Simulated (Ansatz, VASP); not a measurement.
**One calculation of Ag, two programs**

The input POSCAR:

```
Ag
1.0
   -1.6342676468      1.6342676468      1.6342676468
    1.6342676468     -1.6342676468      1.6342676468
    1.6342676468      1.6342676468     -1.6342676468
Ag
1
Direct
    0.0000000000      0.0000000000      0.0000000000
```

The input INCAR.step1:

```
SYSTEM = Ag
  ALGO = Normal
  EDIFF = 1E-4
  ENCUT = 520
  GGA = PE
  ISMEAR = 0
  LASPH = .True.
  LCHARG = .False.
  LREAL = .False.
  LWAVE = .True.
  NBANDS = 12
  NELM = 60
  PREC = Accurate
  SIGMA = 0.15
```

The input INCAR.step2:

```
SYSTEM = Ag
  ALGO = Normal
  EDIFF = 1E-6
  ENCUT = 520
  ISIF = 2
  ISMEAR = 0
  ISTART = 1
  LASPH = .True.
  LCHARG = .True.
  LELF = .True.
  LMIXTAU = .True.
  LREAL = .False.
  LVHAR = .True.
  LWAVE = .False.
  METAGGA = R2SCAN
  NBANDS = 12
  NELM = 60
  PREC = Accurate
  SIGMA = 0.15
```

Contents of KPOINTS:

```
k-points
0
Gamma
  26 26 26
  0 0 0
```

Input for Ansatz:

```yaml
crystal:
  lattice:
    - [-1.6342676468, 1.6342676468, 1.6342676468]
    - [1.6342676468, -1.6342676468, 1.6342676468]
    - [1.6342676468, 1.6342676468, -1.6342676468]
  atoms:
    - { symbol: Ag, position: [0.0, 0.0, 0.0] }
basis:
  ecutwfc: 500
kpoints:
  mp_grid: { grid: [26, 26, 26] }
hamiltonian:
  xc: r2scan
scf:
  occupations: { method: gaussian, width: 0.15 }
output:
  forces: true
  stress: true
  eigenvalues: true
```

Alike in both runs: task single point; functional r2SCAN; k mesh 26 × 26 × 26; occupations gaussian, width 0.15 eV; no spin polarisation.

|  | VASP | Ansatz |
| --- | --- | --- |
| version | VASP 6.6.1 | Ansatz 0.2.0 |
| potentials or method | VASP PAW PBE potentials, release 64 (Ag), cutoff 520 eV | scalar-relativistic, plane waves, PAW |
| valence electrons in the cell | 11 | 19 |

Ansatz gave:

| Item | Value |
| --- | --- |
| gap on the k mesh at the Fermi level (eV) | none |
| pressure (GPa) | -0.2 |

Problem. Estimate VASP's values.

Solution. gap on the k mesh at the Fermi level (eV): none; pressure (GPa): 0.0.

VASP's potentials were made for PBE, not for r2SCAN. A gap of «none» marks a metal or a gap that the smearing closes. The functional is the same, so the differences come from potentials, cutoffs and numerics. VASP's potentials hold 11 valence electrons a cell and Ansatz's 19, so a difference there can come from the potentials and not from the codes.
